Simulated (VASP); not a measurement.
# Al2O3 (P-6m2) in VASP: a series of runs

Al2O3 is run at these levels: PBE+D3(BJ); tasks: relaxation of cell and atoms.

All numbers are computed with VASP 6.6.1; they aren't measurements. Logs are shortened: lines on timing, memory, paths and dates and some standing lists are left out, and cuts for length are marked.

### Step 1. The cell of the first run

The structure is hexagonal, space group P-6m2 (No. 187). The conventional cell has a = 2.867 Å, b = 2.867 Å, c = 7.301 Å, α = 90.00°, β = 90.00°, γ = 120.00°. Within 2.4 Å of Al (site symmetry 3m) lie 6 O at 1.79 to 2.16 Å. O (site symmetry 3m) has 3 Al at 1.79 Å within 2.4 Å. Within 2.9 Å of O (site symmetry -6m2) lie 6 Al at 2.16 Å and 12 O at 2.65 to 2.87 Å.

### Step 2. Relaxation of cell and atoms, PBE+D3(BJ)

INCAR reads:

```
SYSTEM = Al2O3
PREC = Accurate
ENCUT = 600
EDIFF = 1E-7
ISMEAR = 0
SIGMA = 0.02
LREAL = .False.
LASPH = .True.
NELM = 100
ALGO = Normal
ISIF = 3
LWAVE = .False.
LCHARG = .False.
GGA = PE
IVDW = 12
IBRION = 2
NSW = 100
EDIFFG = -0.005
```

KPOINTS reads:

```
Automatic mesh
0
Gamma
  12 12 4
  0 0 0
```

POSCAR reads:

```
Al2O3
1.0
    2.8673640938      0.0000000000      0.0000000000
   -1.4336820469      2.4832101471      0.0000000000
    0.0000000000      0.0000000000      7.3010935880
Al O
2 3
Direct
    0.0000000000      0.0000000000      0.1906388090
    0.0000000000      0.0000000000      0.8093611910
    0.3333333333      0.6666666667      0.2839314063
    0.6666666667      0.3333333333      0.0000000000
    0.3333333333      0.6666666667      0.7160685937
```

Potentials or basis: VASP PAW PBE potentials, release 64 (Al, O).

The run is started by

```bash
cat potpaw_PBE.64/Al/POTCAR potpaw_PBE.64/O/POTCAR > POTCAR
mpirun -np 1 vasp_std > vasp.out
```

OUTCAR:

```text
SYSTEM = Al2O3
   PREC = Accurate
   ENCUT = 600
   EDIFF = 1E-7
   ISMEAR = 0
   LREAL = .False.
   LASPH = .True.
   NELM = 100
   ISIF = 3
   GGA = PE
   IVDW = 12
   IBRION = 2
   NSW = 100
   EDIFFG = -0.005
 IVDW          = 12

 ion  position               nearest neighbor table
   1  0.000  0.000  0.191-   3 1.79   3 1.79   3 1.79   4 2.16   4 2.16   4 2.16   2 2.78
   2  0.000  0.000  0.809-   5 1.79   5 1.79   5 1.79   4 2.16   4 2.16   4 2.16   1 2.78
   3  0.333  0.667  0.284-   1 1.79   1 1.79   1 1.79
   4  0.667  0.333  0.000-   1 2.16   2 2.16   1 2.16   2 2.16   1 2.16   2 2.16
   5  0.333  0.667  0.716-   2 1.79   2 1.79   2 1.79

  LATTYP: Found a hexagonal cell.
 ALAT       =     2.8673640938
 C/A-ratio  =     2.5462736329

  Lattice vectors:

 A1 = (   2.8673640938,   0.0000000000,   0.0000000000)
 A2 = (  -1.4336820469,   2.4832101471,   0.0000000000)
 A3 = (   0.0000000000,   0.0000000000,   7.3010935880)

Analysis of symmetry for initial positions (statically):
=====================================================================
 Subroutine PRICEL returns:
 Original cell was already a primitive cell.

 Routine SETGRP: Setting up the symmetry group for a
 hexagonal supercell.

 Subroutine GETGRP returns: Found 12 space group operations
 (whereof 12 operations were pure point group operations)
 out of a pool of 24 trial point group operations.

The static configuration has the point symmetry D_3h.

Analysis of symmetry for dynamics (positions and initial velocities):
=====================================================================
 Subroutine PRICEL returns:
 Original cell was already a primitive cell.

 Routine SETGRP: Setting up the symmetry group for a
 hexagonal supercell.

 Subroutine GETGRP returns: Found 12 space group operations
 (whereof 12 operations were pure point group operations)
 out of a pool of 24 trial point group operations.

The dynamic configuration has the point symmetry D_3h.

 Subroutine INISYM returns: Found 12 space group operations
 (whereof 12 operations are pure point group operations),
 and found     1 'primitive' translations

----------------------------------------------------------------------------------------

                                     Primitive cell

  volume of cell :      51.9857

  direct lattice vectors                    reciprocal lattice vectors
     2.867364094  0.000000000  0.000000000     0.348752362  0.201352270  0.000000000
    -1.433682047  2.483210147  0.000000000     0.000000000  0.402704540  0.000000000
     0.000000000  0.000000000  7.301093588     0.000000000  0.000000000  0.136965783

  length of vectors
     2.867364094  2.867364094  7.301093588     0.402704540  0.402704540  0.136965783

  position of ions in fractional coordinates (direct lattice)
     0.000000000  0.000000000  0.190638809
     0.000000000  0.000000000  0.809361191
     0.333333333  0.666666667  0.283931406
     0.666666667  0.333333333  0.000000000
     0.333333333  0.666666667  0.716068594

  ion indices of the primitive-cell ions
   primitive index   ion index
                 1           1
                 2           2
                 3           3
                 4           4
                 5           5

----------------------------------------------------------------------------------------

 KPOINTS: Automatic mesh

Automatic generation of k-mesh.
 Grid dimensions read from file:
 generate k-points for:   12   12    4

 Generating k-lattice:

  Cartesian coordinates                     Fractional coordinates (reciprocal lattice)
     0.029062697  0.016779356  0.000000000     0.083333333  0.000000000  0.000000000
     0.000000000  0.033558712  0.000000000     0.000000000  0.083333333  0.000000000
     0.000000000  0.000000000  0.034241446     0.000000000  0.000000000  0.250000000

  Length of vectors
     0.033558712  0.033558712  0.034241446

  Shift w.r.t. Gamma in fractional coordinates (k-lattice)
     0.000000000  0.000000000  0.000000000

 Subroutine IBZKPT returns following result:
 ===========================================

 Found     57 irreducible k-points:

 Following reciprocal coordinates:
            Coordinates               Weight
  0.000000  0.000000  0.000000      1.000000
  0.083333 -0.000000  0.000000      6.000000
  0.166667  0.000000  0.000000      6.000000
  0.250000 -0.000000  0.000000      6.000000
  0.333333 -0.000000  0.000000      6.000000
  0.416667  0.000000  0.000000      6.000000
[... 16 lines left out ...]
  0.250000 -0.000000  0.250000     12.000000
  0.333333 -0.000000  0.250000     12.000000
 [... further k-points ...]
   k-points           NKPTS =     57   k-points in BZ     NKDIM =     57   number of bands    NBANDS=     16
   number of dos      NEDOS =    301   number of ions     NIONS =      5
   total plane-waves  NPLWV =  34560
   dimension x,y,z NGX =    24 NGY =   24 NGZ =   60
   dimension x,y,z NGXF=    48 NGYF=   48 NGZF=  120
   ions per type =               2   3
   NGX,Y,Z   is equivalent  to a cutoff of  13.91, 13.91, 13.66 a.u.
   NGXF,Y,Z  is equivalent  to a cutoff of  27.83, 27.83, 27.32 a.u.
 SYSTEM =  Al2O3
   PREC   = accura    normal or accurate (medium, high low for compatibility)
   ISTART =      0    job   : 0-new  1-cont  2-samecut
   ICHARG =      2    charge: 1-file 2-atom 10-const
   ISPIN  =      1    spin polarized calculation?
   LNONCOLLINEAR =      F non collinear calculations
   LSORBIT =      F    spin-orbit coupling
   LASPH  =      T    aspherical Exc in radial PAW
   ENCUT  =  600.0 eV  44.10 Ry    6.64 a.u.   5.73  5.73 14.58*2*pi/ulx,y,z
   NELM   =    100;   NELMIN=  2; NELMDL= -5     # of ELM steps
   EDIFF  = 0.1E-06   stopping-criterion for ELM
   LREAL  =      F    real-space projection
   EDIFFG = -.5E-02   stopping-criterion for IOM
   NSW    =    100    number of steps for IOM
   IBRION =      2    ionic relax: 0-MD 1-quasi-New 2-CG
   NFREE  =      1    steps in history (QN), initial steepest desc. (CG)
   ISIF   =      3    stress and relaxation
   ISYM   =      2    0-nonsym 1-usesym 2-fastsym
   POTIM  = 0.5000    time-step for ionic-motion
   TEBEG  =    0.0;   TEEND  =   0.0 temperature during run
   PSTRESS=    0.0 pullay stress
   NELECT =      24.0000    total number of electrons
   NUPDOWN=      -1.0000    fix difference up-down
   EMIN   =  10.00;   EMAX   =-10.00  energy-range for DOS
   EFERMI =   0.00;   METHOD = LEGACY
   ISMEAR =     0;   SIGMA  =   0.02  broadening in eV -4-tet -1-fermi 0-gaus
   EFERMI_NEDOS =   21; number of points for ismear=-14 and -15
   IALGO  =     38    algorithm
   IMIX   =      4    mixing-type and parameters
     AMIX     =   0.40;   BMIX     =  1.00
     AMIX_MAG =   1.60;   BMIX_MAG =  1.00
  volume/ion in A,a.u.               =      10.40        70.16
  Fermi-wavevector in a.u.,A,eV,Ry     =   1.265272  2.391017 21.781741  1.600913
  Thomas-Fermi vector in A             =   2.398534
   LORBIT       =      0    0 simple, 1 ext, 2 COOP (PROOUT), +10 PAW based schemes
   GGA     = PE    functional components
   LHFCALC =     F    Hartree Fock is set to
   AEXX    =    0.0000 exact exchange contribution
   IVDW    =    12    specifies the selected vdW correction
   LEPSILON=     F    determine dielectric tensor
   LRPA    =     F    only Hartree local field effects (RPA)
 conjugate gradient relaxation of ions
 non-spin polarized calculation
 Gauss-broadening in eV      SIGMA  =   0.02
  energy-cutoff  :      600.00
  volume of cell :       51.99
 maximum number of plane-waves:      1748
 NGX is ok and might be reduce to    24
   NGX = 11   NGY = 11   NGZ = 29

--------------------------------------- Ionic step        1  -------------------------------------------

 number of electron      23.9999996 magnetization

 Free energy of the ion-electron system (eV)
  ---------------------------------------------------
  ext. energy  EPLUGINS =         0.00000000
  ---------------------------------------------------
  free energy    TOTEN  =       -36.35427197 eV

  energy without entropy =      -36.35427197  energy(sigma->0) =      -36.35427197

------------------------ aborting loop because EDIFF is reached ----------------------------------------

 Edisp (eV)   -0.97102

 E8    (eV) :    -0.3670

  FORCE on cell =-STRESS in cart. coord.  units (eV):
  Direction    XX          YY          ZZ          XY          YZ          ZX
  --------------------------------------------------------------------------------------
  -------------------------------------------------------------------------------------
  Total      -0.03168    -0.03168    -0.16924     0.00000     0.00000     0.00000
  in kB      -0.97631    -0.97631    -5.21605     0.00000     0.00000     0.00000
  external pressure =       -2.39 kB  Pullay stress =        0.00 kB
[... 106 lines left out ...]
  FREE ENERGIE OF THE ION-ELECTRON SYSTEM (eV)
  ---------------------------------------------------
  free  energy   TOTEN  =       -37.3254536428 eV

  energy  without entropy=      -37.3254536428  energy(sigma->0) =      -37.32545364

[... ionic steps 4 to 10 ...]

--------------------------------------- Ionic step       11  -------------------------------------------

 number of electron      23.9999998 magnetization

------------------------ aborting loop because EDIFF is reached ----------------------------------------

 Edisp (eV)   -0.97863

 E8    (eV) :    -0.3699
[... 75 lines left out ...]
  energy  without entropy=      -37.3260268468  energy(sigma->0) =      -37.32602685

--------------------------------------- Ionic step       13  -------------------------------------------

 number of electron      23.9999998 magnetization

 Free energy of the ion-electron system (eV)
  ---------------------------------------------------
  ext. energy  EPLUGINS =         0.00000000
  ---------------------------------------------------
  free energy    TOTEN  =       -36.34738152 eV

  energy without entropy =      -36.34738152  energy(sigma->0) =      -36.34738152

 E-fermi :   4.0396     XC(G=0): -10.3781

 val. band max:        3.9173231583   @ k =   0.0833   0.0833   0.0000
 cond. band min:       8.4419049067   @ k =   0.0000   0.0000   0.0000
 fundamental gap:      4.5245817484
 Fermi energy:         4.0395625002

 k-point     1 :       0.0000    0.0000    0.0000
  band No.  band energies     occupation
      1     -15.1692      2.00000
      2     -14.0286      2.00000
      3     -12.9263      2.00000
      4      -1.2933      2.00000
      5       1.1836      2.00000
      6       2.1780      2.00000
[... 8 lines left out ...]
     15      12.2822      0.00000
     16      15.8025      0.00000
[... 420 lines left out ...]
  band No.  band energies     occupation
      1     -13.9800      2.00000
      2     -13.2604      2.00000
      3     -12.6216      2.00000
      4      -1.6121      2.00000
      5      -1.4378      2.00000
      6      -0.0984      2.00000
[... 8 lines left out ...]
     15      13.4748      0.00000
     16      14.7670      0.00000

 [... further k-points ...]

------------------------ aborting loop because EDIFF is reached ----------------------------------------

 Edisp (eV)   -0.97865

 E8    (eV) :    -0.3699

  FORCE on cell =-STRESS in cart. coord.  units (eV):
  Direction    XX          YY          ZZ          XY          YZ          ZX
  --------------------------------------------------------------------------------------
  -------------------------------------------------------------------------------------
  Total      -0.00076    -0.00076     0.00056     0.00000     0.00000     0.00000
  in kB      -0.02373    -0.02373     0.01730     0.00000     0.00000     0.00000
  external pressure =       -0.01 kB  Pullay stress =        0.00 kB
[... 20 lines left out ...]
  FREE ENERGIE OF THE ION-ELECTRON SYSTEM (eV)
  ---------------------------------------------------
  free  energy   TOTEN  =       -37.3260278992 eV

  energy  without entropy=      -37.3260278992  energy(sigma->0) =      -37.32602790

 reached required accuracy - stopping structural energy minimisation
```

Wall time 3.2 min (1 thread of AMD EPYC 9R45 (Zen 5), shared host); peak memory 0.18 GiB.

Results:

```yaml
Free_energy: -37.3260 eV
Relaxed_volume: 10.31 Å³/atom
Relaxed_cell: a = 2.868 Å, b = 2.868 Å, c = 7.238 Å, α = 90.00°, β = 90.00°, γ = 120.00°
Space_group_after_relaxing_to_0.1_Å: P-6m2 (No. 187)
Energy_gained_by_relaxing: 0.1 meV/atom
Ionic_steps: 13
Pressure_after_relaxing: 0.0 GPa
Band_gap_on_the_k_mesh: 4.52 eV (least direct gap 4.65 eV)
Dispersion_energy_per_atom: -0.196 eV
```

The path:
```tsv
step	energy change (eV)	largest force (eV/Å)	pressure (GPa)	volume (Å³)
1	0.0000	0.0377	-0.24	51.99
2	-0.0001	0.0529	0.24	51.87
3	-0.0002	0.0207	0.06	51.91
4	-0.0002	0.0218	-0.03	51.90
5	-0.0003	0.0218	-0.04	51.90
6	-0.0003	0.0205	-0.06	51.88
7	-0.0005	0.0160	-0.11	51.81
8	-0.0006	0.0227	-0.23	51.68
9	-0.0007	0.0158	-0.13	51.62
10	-0.0007	0.0084	-0.02	51.56
11	-0.0007	0.0062	0.02	51.54
12	-0.0007	0.0059	0.02	51.54
13	-0.0007	0.0007	0.00	51.54
```

Final structure:
```yaml
crystal:
  lattice:
    - [2.86753, 0.00000, 0.00000]
    - [-1.43377, 2.48335, 0.00000]
    - [0.00000, 0.00000, 7.23818]
  atoms:
    - { symbol: Al, position: [0.00000, 0.00000, 0.19219] }
    - { symbol: Al, position: [0.00000, 0.00000, 0.80781] }
    - { symbol: O, position: [0.33333, 0.66667, 0.28593] }
    - { symbol: O, position: [0.66667, 0.33333, 0.00000] }
    - { symbol: O, position: [0.33333, 0.66667, 0.71407] }
```

A k mesh can miss the band edges.

### Step 3. Relaxation of cell and atoms, PBE+D3(BJ)

This run uses another cell than the first one, of 13.45 Å³/atom.

INCAR reads:

```
SYSTEM = Al2O3
PREC     = Accurate       ! precision mode
ENCUT    = 600            ! plane-wave cutoff, eV
EDIFF    = 1E-6           ! SCF threshold, eV
ISMEAR   = 0              ! smearing method
SIGMA    = 0.02           ! smearing width, eV
LREAL    = .FALSE.        ! projectors in reciprocal space
LASPH    = .TRUE.         ! aspherical terms in the spheres
NELM     = 100            ! most SCF steps
ALGO     = Normal         ! electronic algorithm
ISIF     = 3              ! what is computed and relaxed
LWAVE    = .FALSE.        ! write WAVECAR
LCHARG   = .FALSE.        ! write CHGCAR
GGA      = PE             ! functional
IVDW     = 12             ! dispersion correction
IBRION   = 2              ! ionic algorithm
NSW      = 100            ! ionic steps
EDIFFG   = -0.005         ! ionic threshold
```

KPOINTS reads:

```
Automatic mesh
0
G
  12 12 4
  0 0 0
```

POSCAR reads:

```
Al2O3
1.0
    2.8843249483      0.0000000000      0.0000000000
   -1.4421624742      2.4978986780      0.0000000000
    0.0000000000      0.0000000000      9.3367544600
Al O
2 3
Direct
    0.0000000000      0.0000000000      0.1499923300
    0.0000000000      0.0000000000      0.8500076700
    0.3333333300      0.6666666700      0.2223169200
    0.6666666700      0.3333333300      0.0000000000
    0.3333333300      0.6666666700      0.7776830800
```

Potentials or basis: VASP PAW PBE potentials, release 64 (Al, O).

The run is started by

```bash
cat potpaw_PBE.64/Al/POTCAR potpaw_PBE.64/O/POTCAR > POTCAR
mpirun -np 1 vasp_std > vasp.out
```

It took 16 min on 1 thread of AMD EPYC 9R45 (Zen 5), shared host; peak memory 0.22 GiB.

It converged, with:

```yaml
Free_energy: -37.3554 eV
Relaxed_volume: 10.35 Å³/atom
Relaxed_cell: a = 2.867 Å, b = 2.867 Å, c = 7.267 Å, α = 90.00°, β = 90.00°, γ = 120.00°
Space_group_after_relaxing_to_0.1_Å: P-6m2 (No. 187)
Energy_gained_by_relaxing: 25.4 meV/atom
Ionic_steps: 46
Pressure_after_relaxing: 0.0 GPa
Largest_force_after_relaxing: 0.003 eV/Å
Band_gap_on_the_k_mesh: 4.54 eV (least direct gap 4.67 eV)
Dispersion_energy_per_atom: -0.195 eV
```

Forces in eV/Å, atoms in the order of the input:
```
Al   0.000  0.000 -0.001
Al   0.000  0.000  0.001
O    0.000  0.000  0.003
O    0.000  0.000  0.000
O    0.000  0.000 -0.003
```

The path:
| step | energy change (eV) | largest force (eV/Å) | pressure (GPa) | volume (Å³) |
| --- | --- | --- | --- | --- |
| 1 | 0.0000 | 0.0676 | -1.94 | 67.27 |
| 3 | -0.0056 | 0.1106 | -0.01 | 66.39 |
| 5 | -0.0062 | 0.0625 | -0.06 | 66.29 |
| 7 | -0.0081 | 0.0606 | -0.08 | 65.98 |
| 9 | -0.0153 | 0.0553 | -0.08 | 64.59 |
| 11 | -0.0379 | 0.2574 | 0.55 | 59.14 |
| 13 | -0.0523 | 0.1806 | 2.20 | 56.95 |
| 15 | -0.0660 | 0.2362 | 3.61 | 53.27 |
| 17 | -0.0663 | 0.2377 | 3.59 | 53.23 |
| 19 | -0.0676 | 0.2500 | 3.52 | 53.07 |
| 21 | -0.0720 | 0.3012 | 3.28 | 52.41 |
| 23 | -0.0784 | 0.3678 | 2.85 | 51.56 |
| 25 | -0.1011 | 0.3268 | 1.45 | 51.82 |
| 27 | -0.1125 | 0.1701 | -3.74 | 52.84 |
| 29 | -0.1253 | 0.1376 | -1.15 | 52.30 |
| 31 | -0.1270 | 0.0426 | -0.16 | 52.06 |
| 33 | -0.1271 | 0.0117 | 0.00 | 51.99 |
| 35 | -0.1271 | 0.0123 | -0.02 | 52.00 |
| 37 | -0.1271 | 0.0081 | -0.04 | 51.99 |
| 39 | -0.1271 | 0.0148 | -0.09 | 51.97 |
| 41 | -0.1272 | 0.0049 | -0.01 | 51.93 |
| 43 | -0.1272 | 0.0082 | 0.08 | 51.88 |
| 45 | -0.1272 | 0.0065 | 0.06 | 51.82 |
| 46 | -0.1272 | 0.0033 | 0.03 | 51.74 |

Final structure:
```
Al O
1.0
     2.86730    0.00000    0.00000
    -1.43365    2.48316    0.00000
     0.00000    0.00000    7.26675
Al O
2 3
Direct
  0.00000 0.00000 0.19151
  0.00000 0.00000 0.80849
  0.33333 0.66667 0.28491
  0.66667 0.33333 0.00000
  0.33333 0.66667 0.71509
```

Levels at points of the mesh, in eV from the valence-band top:
```
           k point  band 8  band 9  band 10  band 11  band 12  band 13  band 14  band 15  band 16
(0.00, 0.00, 0.00)   -1.44   -1.44    -0.80    -0.80    -0.13     4.54     7.54     8.37    11.83
(0.50, 0.00, 0.00)   -2.43   -2.16    -1.28    -1.04    -0.86     7.56     8.71     8.91    11.26
(0.00, 0.00, 0.50)   -1.47   -1.47    -0.86    -0.79    -0.79     5.04     7.17     8.19    12.31
(0.50, 0.00, 0.50)   -2.59   -2.20    -1.26    -1.26    -0.57     7.68     8.58     9.19    10.25
```

Caveat: the volume moved by over 15 % at a fixed basis, so the end points are rough. A k mesh can miss the band edges.
